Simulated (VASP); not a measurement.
# AlN (rocksalt type): single point with LDA

The system is AlN (rocksalt type).

```
CELL_PARAMETERS angstrom
0.00000 1.92181 1.92181
1.92181 0.00000 1.92181
1.92181 1.92181 0.00000
ATOMIC_POSITIONS crystal
Al 0.00000 0.00000 0.00000
N 0.50000 0.50000 0.50000
```

This cell differs from its parent crystal: volume scaled by 0.88.

```yaml
Program: VASP 6.6.1
Task: single point
Functional: LDA
Potentials_or_basis: VASP PAW LDA potentials, release 64 (Al, N)
Cutoff: 600 eV
k_mesh: 15 × 15 × 15
Occupations: fermi-dirac, width 0.1 eV
Spin: no spin polarisation
```

The pressure is 46.6 GPa and the band gap on the k mesh is 4.91 eV, indirect (least direct gap 8.12 eV).

Levels at points of the mesh, in eV from the valence-band top:
```
           k point  band 1  band 2  band 3  band 4  band 5  band 6  band 7  band 8  band 9
(0.00, 0.00, 0.00)  -18.88    0.00    0.00    0.00    8.15   12.48   12.48   12.48   18.14
```

It took 5.5 s on 1 thread of Intel(R) Xeon(R) 6975P-C (Granite Rapids) (shared host), peak memory 0.14 GiB.

 A k mesh can miss the band edges.
